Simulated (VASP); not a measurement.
# Sr2NbN2O2 (I4/mmm) in VASP: further runs, part 2 of 2

VASP 6.6.1.

## Step 4: Single point, PBE

This run uses another cell than the first one, of 15.03 Å³/atom.

Input file INCAR:

```
SYSTEM = Sr2NbN2O2
ALGO = Normal ; EDIFF = 1E-6
ENCUT = 520 ; GGA = PE
ISIF = 2 ; ISMEAR = -1
LASPH = .True. ; LCHARG = .False.
LREAL = .False. ; LWAVE = .False.
NBANDS = 36 ; NELM = 100
PREC = Accurate ; SIGMA = 0.05
```

Input file KPOINTS:

```
k-points
0
Gamma
  9 9 9
  0 0 0
```

Input file POSCAR:

```
Sr2NbN2O2
1.0
   -2.0178931731      2.0178931731      6.4598669264
    2.0178931731     -2.0178931731      6.4598669264
    2.0178931731      2.0178931731     -6.4598669264
Nb Sr O N
1 2 2 2
Direct
    0.0000000000      0.0000000000      0.0000000000
    0.6483240000      0.6483240000      0.0000000000
    0.3516760000      0.3516760000      0.0000000000
    0.8376350000      0.8376350000      0.0000000000
    0.1623650000      0.1623650000      0.0000000000
    0.0000000000      0.5000000000      0.5000000000
    0.5000000000      0.0000000000      0.5000000000
```

Potentials or basis: VASP PAW PBE potentials, release 64 (Nb_sv, Sr_sv, O, N).

Launch:

```
$ cat potpaw_PBE.64/Nb_sv/POTCAR potpaw_PBE.64/Sr_sv/POTCAR potpaw_PBE.64/O/POTCAR potpaw_PBE.64/N/POTCAR > POTCAR
$ mpirun -np 1 vasp_std > vasp.out
```

OUTCAR:

```text
SYSTEM = Sr2NbN2O2
   EDIFF = 1E-6
   ENCUT = 520
   GGA = PE
   ISIF = 2
   ISMEAR = -1
   LASPH = .True.
   LREAL = .False.
   NELM = 100
   PREC = Accurate

 ion  position               nearest neighbor table
   1  0.000  0.000  0.000-   6 2.02   7 2.02   6 2.02   7 2.02   4 2.10   5 2.10   3 3.44   2 3.44
                             3 3.44   2 3.44   3 3.44   2 3.44   2 3.44   3 3.44
   2  0.648  0.648  0.000-   4 2.45   6 2.78   7 2.78   7 2.78   6 2.78   5 2.86   5 2.86   5 2.86
                             5 2.86   1 3.44   1 3.44   1 3.44   1 3.44   3 3.83   3 3.88   3 3.88
   3  0.352  0.352  0.000-   5 2.45   6 2.78   7 2.78   7 2.78   6 2.78   4 2.86   4 2.86   4 2.86
                             4 2.86   1 3.44   1 3.44   1 3.44   1 3.44   2 3.83   2 3.88   2 3.88
   4  0.838  0.838  0.000-   1 2.10   2 2.45   3 2.86   3 2.86   3 2.86   3 2.86
   5  0.162  0.162  0.000-   1 2.10   3 2.45   2 2.86   2 2.86   2 2.86   2 2.86
   6  0.000  0.500  0.500-   1 2.02   1 2.02   2 2.78   3 2.78   2 2.78   3 2.78
   7  0.500  0.000  0.500-   1 2.02   1 2.02   2 2.78   3 2.78   3 2.78   2 2.78

  LATTYP: Found a body centered tetragonal cell.
 ALAT       =     4.0357863462
 C/A-ratio  =     3.2012928199

  Lattice vectors:

 A1 = (  -2.0178931731,   2.0178931731,   6.4598669264)
[... 190 lines left out ...]
 cond. band min:       3.6729830547   @ k =  -0.1111   0.4444   0.1111
 fundamental gap:      0.0012156035
 Fermi energy:         3.6720393469

 k-point     1 :       0.0000    0.0000    0.0000
  band No.  band energies     occupation
      1     -50.8201      2.00000
      2     -29.5242      2.00000
      3     -29.4733      2.00000
      4     -26.9838      2.00000
      5     -26.9838      2.00000
      6     -26.9034      2.00000
[... 925 lines left out ...]
     35      10.1859      0.00000
     36      11.6220      0.00000

 [... further k-points ...]
[... 5 lines left out ...]
  --------------------------------------------------------------------------------------
  -------------------------------------------------------------------------------------
  Total        0.7995477      0.7995477      0.5711134      0.0000000     -0.0000000      0.0000000
  in kB       12.1751701     12.1751701      8.6966713      0.0000000     -0.0000000      0.0000000
  external PRESSURE =      11.0156705 kB  Pullay stress =       0.0000000 kB

 VOLUME and BASIS-vectors are now :
 -----------------------------------------------------------------------------
  energy-cutoff  :      520.00
  volume of cell :      105.22
      direct lattice vectors                 reciprocal lattice vectors
    -2.017893173  2.017893173  6.459866926     0.000000000  0.247783186  0.077400975
     2.017893173 -2.017893173  6.459866926     0.247783186  0.000000000  0.077400975
     2.017893173  2.017893173 -6.459866926     0.247783186  0.247783186  0.000000000

 POSITION                                       TOTAL-FORCE (eV/Angst)
 -----------------------------------------------------------------------------------
      0.00000      0.00000      0.00000         0.000000      0.000000      0.000000
      0.00000      0.00000      8.37617         0.000000      0.000000      0.058700
      0.00000      0.00000      4.54356         0.000000      0.000000     -0.058700
      0.00000      0.00000     10.82202         0.000000      0.000000      0.208863
      0.00000      0.00000      2.09771        -0.000000     -0.000000     -0.208863
      2.01789      0.00000      0.00000         0.000000      0.000000     -0.000000
      0.00000      2.01789      0.00000         0.000000      0.000000     -0.000000
 -----------------------------------------------------------------------------------
    total drift:                               -0.000000      0.000000      0.000000

  FREE ENERGIE OF THE ION-ELECTRON SYSTEM (eV)
  ---------------------------------------------------
  free  energy   TOTEN  =       -52.4052868452 eV

  energy  without entropy=      -52.3749554188  energy(sigma->0) =      -52.39012113
```

Wall time 7.7 min (1 thread of Intel Xeon 6975P-C (Granite Rapids), shared host); peak memory 0.59 GiB.

What came out:

| Item | Value |
| --- | --- |
| Free energy | -52.4053 eV |
| Pressure | 1.1 GPa |
| Largest force | 0.209 eV/Å |
| Band gap on the k mesh | zero (an odd number of electrons rules out a gap without spin polarisation) |

Forces in eV/Å, atoms in the order of the input:
```
Nb   0.000  0.000  0.000
Sr   0.000  0.000  0.059
Sr   0.000  0.000 -0.059
O    0.000  0.000  0.209
O    0.000  0.000 -0.209
N    0.000  0.000  0.000
N    0.000  0.000  0.000
```

Levels at points of the mesh, in eV from the Fermi level:
```csv
k point,band 24,band 25,band 26,band 27,band 28,band 29,band 30,band 31
"(0.00, 0.00, 0.00)",-0.93,-0.93,-0.47,0.55,0.55,1.14,2.19,2.19
```

Caveat: an odd number of electrons without spin polarisation forces a metal; a magnetic or distorted state may lie lower.

## Step 5: Single point, PBE

This run uses another cell than the first one, of 15.34 Å³/atom.

Input file INCAR:

```
SYSTEM = Sr2NbN2O2
PREC = Accurate ; ENCUT = 520
EDIFF = 1E-6 ; ISMEAR = -1
SIGMA = 0.05 ; LREAL = .FALSE.
LASPH = .TRUE. ; NELM = 60
ALGO = Normal ; ISIF = 2
LWAVE = .FALSE. ; LCHARG = .FALSE.
GGA = PE ; NBANDS = 36
```

Input file KPOINTS:

```
Automatic mesh
0
G
  9 9 9
  0 0 0
```

POSCAR: that of step 4 with these lines changed.

```diff
@@ -2,5 +2,5 @@
 1.0
-   -2.0178931731      2.0178931731      6.4598669264
-    2.0178931731     -2.0178931731      6.4598669264
-    2.0178931731      2.0178931731     -6.4598669264
+   -2.0315280000      2.0315280000      6.5035160000
+    2.0315280000     -2.0315280000      6.5035160000
+    2.0315280000      2.0315280000     -6.5035160000
 Nb Sr O N
```

Launch:

```
$ cat potpaw_PBE.64/Nb_sv/POTCAR potpaw_PBE.64/Sr_sv/POTCAR potpaw_PBE.64/O/POTCAR potpaw_PBE.64/N/POTCAR > POTCAR
$ mpirun -np 1 vasp_std > vasp.out
```

It took 8.5 min on 1 thread of Intel Xeon 6975P-C (Granite Rapids), shared host; peak memory 0.6 GiB.

It converged, with:

```yaml
Free_energy: -52.4037 eV
Pressure: -1.5 GPa
Largest_force: 0.320 eV/Å
Band_gap_on_the_k_mesh: zero (an odd number of electrons rules out a gap without spin polarisation)
```

Forces in eV/Å, atoms in the order of the input:
```
Nb   0.000  0.000  0.000
Sr   0.000  0.000  0.054
Sr   0.000  0.000 -0.054
O    0.000  0.000  0.320
O    0.000  0.000 -0.320
N    0.000  0.000  0.000
N    0.000  0.000  0.000
```

Stress tensor (GPa, compression positive):
```
-1.39  0.00  0.00
 0.00 -1.39  0.00
 0.00  0.00 -1.84
```

Levels at points of the mesh, in eV from the Fermi level:
| k point | band 23 | band 24 | band 25 | band 26 | band 27 | band 28 | band 29 | band 30 | band 31 | band 32 |
| --- | --- | --- | --- | --- | --- | --- | --- | --- | --- | --- |
| (0.00, 0.00, 0.00) | -0.93 | -0.89 | -0.89 | -0.45 | 0.53 | 0.53 | 1.14 | 2.17 | 2.17 | 3.54 |

Caveat: an odd number of electrons without spin polarisation forces a metal; a magnetic or distorted state may lie lower.

## Step 6: Single point, PBE

This run uses another cell than the first one, of 15.34 Å³/atom.

Input file INCAR:

```
PREC = Accurate
ENCUT = 520
EDIFF = 1E-7
ISMEAR = -1
SIGMA = 0.05
LREAL = False
LASPH = True
NELM = 60
ALGO = Normal
ISIF = 2
LWAVE = False
LCHARG = False
GGA = PE
NBANDS = 36
```

Input file KPOINTS:

```
Automatic mesh
0
Gamma
  9 9 9
```

POSCAR is that of step 5.

Potentials or basis: VASP PAW PBE potentials, release 64 (Nb_sv, Sr_sv, O, N).

Launch:

```
$ cat potpaw_PBE.64/Nb_sv/POTCAR potpaw_PBE.64/Sr_sv/POTCAR potpaw_PBE.64/O/POTCAR potpaw_PBE.64/N/POTCAR > POTCAR
$ mpirun -np 1 vasp_std > vasp.out
```

Run time: 9.2 min. Hardware: 1 thread of Intel Xeon 6975P-C (Granite Rapids), shared host; peak memory 0.59 GiB.

Results (log left out):

```
Free energy            : -52.4037 eV
Pressure               : -1.5 GPa
Largest force          : 0.320 eV/Å
Band gap on the k mesh : zero (an odd number of electrons rules out a gap without spin polarisation)
```

Forces in eV/Å, atoms in the order of the input:
```
Nb   0.000  0.000  0.000
Sr   0.000  0.000  0.055
Sr   0.000  0.000 -0.055
O    0.000  0.000  0.320
O    0.000  0.000 -0.320
N    0.000  0.000  0.000
N    0.000  0.000  0.000
```

Stress tensor (GPa, compression positive):
```
-1.39  0.00  0.00
 0.00 -1.39  0.00
 0.00  0.00 -1.85
```

Levels at points of the mesh, in eV from the Fermi level:
```tsv
k point	band 23	band 24	band 25	band 26	band 27	band 28	band 29	band 30	band 31	band 32
(0.00, 0.00, 0.00)	-0.93	-0.89	-0.89	-0.45	0.53	0.53	1.14	2.17	2.17	3.54
```

Caveat: an odd number of electrons without spin polarisation forces a metal; a magnetic or distorted state may lie lower.

## Step 7: Overview

```csv
cell,gap on the mesh (eV),pressure (GPa),largest force (eV/Å)
"a = 6.965 Å, angles 146.8, 146.8, 47.7°, 7 atoms",none,7.3,0.07
"a = 7.014 Å, angles 146.8, 146.8, 47.7°, 7 atoms",none,4.0,0.09
"a = 7.062 Å, angles 146.8, 146.8, 47.7°, 7 atoms",none,1.1,0.21
"a = 7.110 Å, angles 146.8, 146.8, 47.7°, 7 atoms",none,-1.5,0.32
```

Alike in all rows: task single point; level PBE; potentials or basis VASP PAW PBE potentials, release 64 (Nb_sv, Sr_sv, O, N); no spin polarisation; k mesh 9 × 9 × 9; cutoff (eV) 520; smearing fermi-dirac 0.05 eV.

Caveats: an odd number of electrons without spin polarisation forces a metal; a magnetic or distorted state may lie lower; the cell stands under pressure (at least some runs).

Total energies depend on the potentials used, so only differences within one code and one set of settings carry meaning.

The gap in the log of VASP goes by the Fermi energy; the results here count the filled bands.